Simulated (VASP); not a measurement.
# Ta (Pm-3m) in VASP: further runs

Ta is run at these levels: LDA; tasks: single point.

Everything below comes from runs of VASP 6.6.1. Logs are shortened: lines on timing, memory, paths and dates and some standing lists are left out, and cuts for length are marked.

### 1 The cell of the first run

It takes space group Pm-3m (No. 221, cubic). Conventional cell: a = 2.578 Å, b = 2.578 Å, c = 2.578 Å, α = 90.00°, β = 90.00°, γ = 90.00°. Within 3.4 Å of Ta (site symmetry m-3m) lie 6 Ta at 2.58 Å.

### 2 Single point, LDA

File INCAR:

```
SYSTEM = Ta
PREC = Accurate
ENCUT = 500
EDIFF = 1E-6
ISMEAR = -1
SIGMA = 0.05
LREAL = .FALSE.
LASPH = .TRUE.
NELM = 120
ALGO = Normal
ISIF = 2
LWAVE = .FALSE.
LCHARG = .FALSE.
NBANDS = 12
GGA_COMPAT = .FALSE.
```

File KPOINTS:

```
regular mesh
0
G
  6 6 6
  0 0 0
```

File POSCAR:

```
Ta
1.0
    2.5783370210      0.0000000000      0.0000000000
    0.0000000000      2.5783370210      0.0000000000
    0.0000000000      0.0000000000      2.5783370210
Ta
1
Direct
    0.0000000000      0.0000000000      0.0000000000
```

Potentials or basis: VASP PAW LDA potentials, release 64 (Ta_pv).

Command:

```console
$ cat potpaw_LDA.64/Ta_pv/POTCAR > POTCAR
$ mpirun -np 1 vasp_std > vasp.out
```

OUTCAR:

```text
SYSTEM = Ta
   PREC = Accurate
   ENCUT = 500
   EDIFF = 1E-6
   ISMEAR = -1
   LREAL = .FALSE.
   LASPH = .TRUE.
   NELM = 120
   ISIF = 2

 ion  position               nearest neighbor table
   1  0.000  0.000  0.000-

  LATTYP: Found a simple cubic cell.
 ALAT       =     2.5783370210

  Lattice vectors:

 A1 = (   2.5783370210,   0.0000000000,   0.0000000000)
 A2 = (   0.0000000000,   2.5783370210,   0.0000000000)
 A3 = (   0.0000000000,   0.0000000000,   2.5783370210)

Analysis of symmetry for initial positions (statically):
=====================================================================
 Subroutine PRICEL returns:
 Original cell was already a primitive cell.

 Routine SETGRP: Setting up the symmetry group for a
 simple cubic supercell.

 Subroutine GETGRP returns: Found 48 space group operations
 (whereof 48 operations were pure point group operations)
 out of a pool of 48 trial point group operations.

The static configuration has the point symmetry O_h .

Analysis of symmetry for dynamics (positions and initial velocities):
=====================================================================
 Subroutine PRICEL returns:
 Original cell was already a primitive cell.

 Routine SETGRP: Setting up the symmetry group for a
 simple cubic supercell.

 Subroutine GETGRP returns: Found 48 space group operations
 (whereof 48 operations were pure point group operations)
 out of a pool of 48 trial point group operations.

The dynamic configuration has the point symmetry O_h .

 Subroutine INISYM returns: Found 48 space group operations
 (whereof 48 operations are pure point group operations),
 and found     1 'primitive' translations

----------------------------------------------------------------------------------------

                                     Primitive cell

  volume of cell :      17.1403

  direct lattice vectors                    reciprocal lattice vectors
     2.578337021  0.000000000  0.000000000     0.387846892  0.000000000  0.000000000
     0.000000000  2.578337021  0.000000000     0.000000000  0.387846892  0.000000000
     0.000000000  0.000000000  2.578337021     0.000000000  0.000000000  0.387846892

  length of vectors
     2.578337021  2.578337021  2.578337021     0.387846892  0.387846892  0.387846892

  position of ions in fractional coordinates (direct lattice)
     0.000000000  0.000000000  0.000000000

  ion indices of the primitive-cell ions
   primitive index   ion index
                 1           1

----------------------------------------------------------------------------------------

 KPOINTS: regular mesh

Automatic generation of k-mesh.
 Grid dimensions read from file:
 generate k-points for:    6    6    6

 Generating k-lattice:

  Cartesian coordinates                     Fractional coordinates (reciprocal lattice)
     0.064641149  0.000000000  0.000000000     0.166666667  0.000000000  0.000000000
     0.000000000  0.064641149  0.000000000     0.000000000  0.166666667  0.000000000
     0.000000000  0.000000000  0.064641149     0.000000000  0.000000000  0.166666667

  Length of vectors
     0.064641149  0.064641149  0.064641149

  Shift w.r.t. Gamma in fractional coordinates (k-lattice)
     0.000000000  0.000000000  0.000000000

 Subroutine IBZKPT returns following result:
 ===========================================

 Found     20 irreducible k-points:

 Following reciprocal coordinates:
            Coordinates               Weight
  0.000000  0.000000  0.000000      1.000000
  0.166667  0.000000  0.000000      6.000000
  0.333333  0.000000  0.000000      6.000000
  0.500000  0.000000  0.000000      3.000000
  0.166667  0.166667  0.000000     12.000000
  0.333333  0.166667  0.000000     24.000000
[... 12 lines left out ...]
  0.500000  0.500000  0.333333      6.000000
  0.500000  0.500000  0.500000      1.000000
   k-points           NKPTS =     20   k-points in BZ     NKDIM =     20   number of bands    NBANDS=     12
   number of dos      NEDOS =    301   number of ions     NIONS =      1
   total plane-waves  NPLWV =   8000
   dimension x,y,z NGX =    20 NGY =   20 NGZ =   20
   dimension x,y,z NGXF=    40 NGYF=   40 NGZF=   40
   ions per type =               1
   NGX,Y,Z   is equivalent  to a cutoff of  12.90, 12.90, 12.90 a.u.
   NGXF,Y,Z  is equivalent  to a cutoff of  25.79, 25.79, 25.79 a.u.
 SYSTEM =  Ta
   PREC   = accura    normal or accurate (medium, high low for compatibility)
   ISTART =      0    job   : 0-new  1-cont  2-samecut
   ICHARG =      2    charge: 1-file 2-atom 10-const
   ISPIN  =      1    spin polarized calculation?
   LNONCOLLINEAR =      F non collinear calculations
   LSORBIT =      F    spin-orbit coupling
   LASPH  =      T    aspherical Exc in radial PAW
   ENCUT  =  500.0 eV  36.75 Ry    6.06 a.u.   4.70  4.70  4.70*2*pi/ulx,y,z
   NELM   =    120;   NELMIN=  2; NELMDL= -5     # of ELM steps
   EDIFF  = 0.1E-05   stopping-criterion for ELM
   LREAL  =      F    real-space projection
   EDIFFG = 0.1E-04   stopping-criterion for IOM
   NSW    =      0    number of steps for IOM
   IBRION =     -1    ionic relax: 0-MD 1-quasi-New 2-CG
   NFREE  =      0    steps in history (QN), initial steepest desc. (CG)
   ISIF   =      2    stress and relaxation
   ISYM   =      2    0-nonsym 1-usesym 2-fastsym
   POTIM  = 0.5000    time-step for ionic-motion
   TEBEG  =    0.0;   TEEND  =   0.0 temperature during run
   PSTRESS=    0.0 pullay stress
   NELECT =      11.0000    total number of electrons
   NUPDOWN=      -1.0000    fix difference up-down
   EMIN   =  10.00;   EMAX   =-10.00  energy-range for DOS
   EFERMI =   0.00;   METHOD = LEGACY
   ISMEAR =    -1;   SIGMA  =   0.05  broadening in eV -4-tet -1-fermi 0-gaus
   EFERMI_NEDOS =   21; number of points for ismear=-14 and -15
   IALGO  =     38    algorithm
   IMIX   =      4    mixing-type and parameters
     AMIX     =   0.40;   BMIX     =  1.00
     AMIX_MAG =   1.60;   BMIX_MAG =  1.00
  volume/ion in A,a.u.               =      17.14       115.67
  Fermi-wavevector in a.u.,A,eV,Ry     =   1.412102  2.668486 27.130450  1.994032
  Thomas-Fermi vector in A             =   2.533885
   LORBIT       =      0    0 simple, 1 ext, 2 COOP (PROOUT), +10 PAW based schemes
   GGA     = CA    functional components
   LHFCALC =     F    Hartree Fock is set to
   AEXX    =    0.0000 exact exchange contribution
   IVDW    =     0    specifies the selected vdW correction
   LEPSILON=     F    determine dielectric tensor
   LRPA    =     F    only Hartree local field effects (RPA)
 non-spin polarized calculation
  energy-cutoff  :      500.00
  volume of cell :       17.14
 maximum number of plane-waves:       461
 NGX is ok and might be reduce to    20
   NGX =  9   NGY =  9   NGZ =  9

 number of electron      11.0000003 magnetization

 Free energy of the ion-electron system (eV)
  ---------------------------------------------------
  ext. energy  EPLUGINS =         0.00000000
  ---------------------------------------------------
  free energy    TOTEN  =       -11.47722820 eV

  energy without entropy =      -11.46444513  energy(sigma->0) =      -11.47083667

 E-fermi :   5.7839     XC(G=0): -12.9161

 val. band max:        5.7058365931   @ k =   0.3333   0.1667   0.0000
 cond. band min:       5.7848327524   @ k =   0.5000   0.1667   0.1667
 fundamental gap:      0.0789961594
 Fermi energy:         5.7838688213

 k-point     1 :       0.0000    0.0000    0.0000
  band No.  band energies     occupation
      1     -26.7037      2.00000
      2     -26.7037      2.00000
      3     -26.7037      2.00000
      4      -1.9742      2.00000
      5       2.5718      2.00000
      6       2.5718      2.00000
      7      13.4312      0.00000
      8      13.4312      0.00000
      9      13.4312      0.00000
     10      19.7954      0.00000
     11      22.3113      0.00000
     12      22.3113      0.00000

 k-point     2 :       0.1667    0.0000    0.0000
  band No.  band energies     occupation
      1     -27.2700      2.00000
      2     -26.6550      2.00000
      3     -26.6550      2.00000
      4      -1.0386      2.00000
      5       2.8431      2.00000
      6       3.7426      2.00000
      7      11.7350      0.00000
      8      11.7350      0.00000
      9      13.5640      0.00000
     10      19.0313      0.00000
     11      19.8121      0.00000
     12      24.3377      0.00000

 k-point     3 :       0.3333    0.0000    0.0000
  band No.  band energies     occupation
      1     -28.2940      2.00000
      2     -26.5562      2.00000
      3     -26.5562      2.00000
      4       0.7861      2.00000
      5       3.4461      2.00000
      6       6.0075      0.02258
      7       9.4413      0.00000
      8       9.4413      0.00000
      9      13.8405      0.00000
     10      16.8850      0.00000
     11      19.8035      0.00000
     12      22.2574      0.00000

 k-point     4 :       0.5000    0.0000    0.0000
  band No.  band energies     occupation
      1     -28.7624      2.00000
      2     -26.5060      2.00000
      3     -26.5060      2.00000
      4       1.9251      2.00000
      5       3.7861      2.00000
      6       6.3150      0.00005
      7       8.5461      0.00000
      8       8.5461      0.00000
      9      13.9847      0.00000
     10      18.5528      0.00000
     11      19.8106      0.00000
     12      20.7383      0.00000

 k-point     5 :       0.1667    0.1667    0.0000
  band No.  band energies     occupation
      1     -27.2427      2.00000
      2     -27.1830      2.00000
      3     -26.6070      2.00000
      4      -0.1109      2.00000
      5       3.5573      2.00000
      6       4.4286      2.00000
      7       9.8906      0.00000
      8      11.6393      0.00000
      9      12.2449      0.00000
     10      19.7826      0.00000
     11      20.7844      0.00000
     12      20.8882      0.00000
[... 168 lines left out ...]
      1     -27.9263      2.00000
      2     -27.8590      2.00000
      3     -27.8590      2.00000
      4       2.8067      2.00000
      5       4.6598      2.00000
      6       4.6598      2.00000
      7      10.9032      0.00000
      8      10.9032      0.00000
      9      12.6861      0.00000
     10      18.1723      0.00000
     11      19.7986      0.00000
     12      24.8430      0.00000

 k-point    18 :       0.5000    0.3333    0.3333
  band No.  band energies     occupation
      1     -28.3194      2.00000
      2     -27.8344      2.00000
      3     -27.7921      2.00000
      4       2.5197      2.00000
      5       3.7179      2.00000
      6       4.5900      2.00000
      7      11.0896      0.00000
      8      12.1801      0.00000
      9      16.5995      0.00000
     10      18.1825      0.00000
     11      19.5403      0.00000
     12      19.8525      0.00000

 k-point    19 :       0.5000    0.5000    0.3333
  band No.  band energies     occupation
      1     -28.2461      2.00000
      2     -28.2461      2.00000
      3     -27.7470      2.00000
      4       2.0614      2.00000
      5       3.7098      2.00000
      6       3.7098      2.00000
      7      11.7938      0.00000
      8      15.1327      0.00000
      9      17.1301      0.00000
     10      19.0871      0.00000
     11      19.0871      0.00000
     12      19.7877      0.00000

 k-point    20 :       0.5000    0.5000    0.5000
  band No.  band energies     occupation
      1     -28.1749      2.00000
      2     -28.1749      2.00000
      3     -28.1749      2.00000
      4       2.6921      2.00000
      5       2.6921      2.00000
      6       2.6921      2.00000
      7      13.3860      0.00000
      8      17.2307      0.00000
      9      17.2308      0.00000
     10      19.7905      0.00000
     11      20.3955      0.00000
     12      20.3955      0.00000

------------------------ aborting loop because EDIFF is reached ----------------------------------------

  FORCE on cell =-STRESS in cart. coord.  units (eV):
  Direction    XX          YY          ZZ          XY          YZ          ZX
  --------------------------------------------------------------------------------------
  -------------------------------------------------------------------------------------
  Total        3.3342362      3.3342362      3.3342362     -0.0000000      0.0000000     -0.0000000
  in kB      311.6649021    311.6649021    311.6649021     -0.0000000      0.0000000     -0.0000000
  external PRESSURE =     311.6649021 kB  Pullay stress =       0.0000000 kB

 VOLUME and BASIS-vectors are now :
 -----------------------------------------------------------------------------
  energy-cutoff  :      500.00
  volume of cell :       17.14
      direct lattice vectors                 reciprocal lattice vectors
     2.578337021  0.000000000  0.000000000     0.387846892  0.000000000  0.000000000
     0.000000000  2.578337021  0.000000000     0.000000000  0.387846892  0.000000000
     0.000000000  0.000000000  2.578337021     0.000000000  0.000000000  0.387846892

 POSITION                                       TOTAL-FORCE (eV/Angst)
 -----------------------------------------------------------------------------------
      0.00000      0.00000      0.00000         0.000000      0.000000      0.000000
 -----------------------------------------------------------------------------------
    total drift:                                0.000000      0.000000      0.000000

  FREE ENERGIE OF THE ION-ELECTRON SYSTEM (eV)
  ---------------------------------------------------
  free  energy   TOTEN  =       -11.4772282033 eV

  energy  without entropy=      -11.4644451321  energy(sigma->0) =      -11.47083667
```

Run time: 5.6 s. Hardware: 1 thread of Intel Xeon 8259CL, shared host; peak memory 0.12 GiB.

Results:

- Free energy: -11.4772 eV
- Pressure: 31.2 GPa

Caveat: the k points lie up to 0.41 Å⁻¹ apart; spin-orbit coupling is left out, which moves the levels of the heavy elements.

### 3 Single point, LDA

This run uses another cell than the first one, of 19.60 Å³/atom, 1.144 times its volume.

File INCAR:

```
PREC = Accurate ; ENCUT = 500
EDIFF = 1E-6 ; ISMEAR = -1
SIGMA = 0.05 ; LREAL = F
LASPH = T ; NELM = 120
ALGO = Normal ; ISIF = 2
LWAVE = F ; LCHARG = F
GGA = CA ; NBANDS = 12
GGA_COMPAT = F
```

File KPOINTS:

```
Automatic mesh
0
Gamma
  6 6 6
```

File POSCAR:

```
Ta
1.0
    2.6963325097      0.0000000000      0.0000000000
    0.0000000000      2.6963325097      0.0000000000
    0.0000000000      0.0000000000      2.6963325097
Ta
1
Direct
    0.0000000000      0.0000000000      0.0000000000
```

Potentials or basis: VASP PAW LDA potentials, release 64 (Ta_pv).

Command:

```console
$ cat potpaw_LDA.64/Ta_pv/POTCAR > POTCAR
$ mpirun -np 1 vasp_std > vasp.out
```

OUTCAR:

```text
PREC = Accurate
   ENCUT = 500
   EDIFF = 1E-6
   ISMEAR = -1
   LREAL = F
   LASPH = T
   NELM = 120
   ISIF = 2
   GGA = CA

 ion  position               nearest neighbor table
   1  0.000  0.000  0.000-

  LATTYP: Found a simple cubic cell.
 ALAT       =     2.6963325097

  Lattice vectors:

 A1 = (   2.6963325097,   0.0000000000,   0.0000000000)
 A2 = (   0.0000000000,   2.6963325097,   0.0000000000)
[... 472 lines left out ...]
     10      16.9973      0.00000
     11      16.9973      0.00000
     12      16.9973      0.00000

------------------------ aborting loop because EDIFF is reached ----------------------------------------

  FORCE on cell =-STRESS in cart. coord.  units (eV):
  Direction    XX          YY          ZZ          XY          YZ          ZX
  --------------------------------------------------------------------------------------
  -------------------------------------------------------------------------------------
  Total        0.0788902      0.0788902      0.0788902     -0.0000000      0.0000000     -0.0000000
  in kB        6.4478250      6.4478250      6.4478250     -0.0000000      0.0000000     -0.0000000
  external PRESSURE =       6.4478250 kB  Pullay stress =       0.0000000 kB

 VOLUME and BASIS-vectors are now :
 -----------------------------------------------------------------------------
  energy-cutoff  :      500.00
  volume of cell :       19.60
      direct lattice vectors                 reciprocal lattice vectors
     2.696332510  0.000000000  0.000000000     0.370874140  0.000000000  0.000000000
     0.000000000  2.696332510  0.000000000     0.000000000  0.370874140  0.000000000
     0.000000000  0.000000000  2.696332510     0.000000000  0.000000000  0.370874140

 POSITION                                       TOTAL-FORCE (eV/Angst)
 -----------------------------------------------------------------------------------
      0.00000      0.00000      0.00000         0.000000      0.000000      0.000000
 -----------------------------------------------------------------------------------
    total drift:                                0.000000      0.000000      0.000000

  FREE ENERGIE OF THE ION-ELECTRON SYSTEM (eV)
  ---------------------------------------------------
  free  energy   TOTEN  =       -11.6968995585 eV

  energy  without entropy=      -11.6834799257  energy(sigma->0) =      -11.69018974
```

stdout:

```text
POSCAR found type information on POSCAR Ta
 POSCAR found :  1 types and       1 ions
 scaLAPACK will be used
 LDA part: xc-table for (Slater(with rela. corr.)+CA(PZ))
 , standard interpolation
 POSCAR, INCAR and KPOINTS ok, starting setup
 FFT: planning ... GRIDC
 FFT: planning ... GRID_SOFT
 FFT: planning ... GRID
 WAVECAR not read
 entering main loop
```

Wall time 5.9 s (1 thread of Intel Xeon 8259CL, shared host); peak memory 0.12 GiB.

Results:

```
Free energy : -11.6969 eV
Pressure    : 0.6 GPa
```

Levels at points of the mesh, in eV from the Fermi level:
| k point | band 3 | band 4 | band 5 | band 6 | band 7 | band 8 | band 9 | band 10 |
| --- | --- | --- | --- | --- | --- | --- | --- | --- |
| (0.00, 0.00, 0.00) | -32.90 | -7.25 | -2.62 | -2.62 | 6.58 | 6.58 | 6.58 | 13.68 |
| (0.50, 0.00, 0.00) | -32.77 | -3.67 | -1.59 | 0.30 | 2.57 | 2.57 | 7.02 | 10.86 |
| (0.50, 0.50, 0.00) | -32.65 | -4.13 | -1.27 | 3.41 | 3.41 | 5.65 | 5.65 | 9.40 |
| (0.50, 0.50, 0.50) | -33.92 | -2.40 | -2.40 | -2.40 | 7.77 | 9.71 | 9.71 | 12.37 |

Caveat: the k points lie up to 0.39 Å⁻¹ apart; spin-orbit coupling is left out, which moves the levels of the heavy elements.
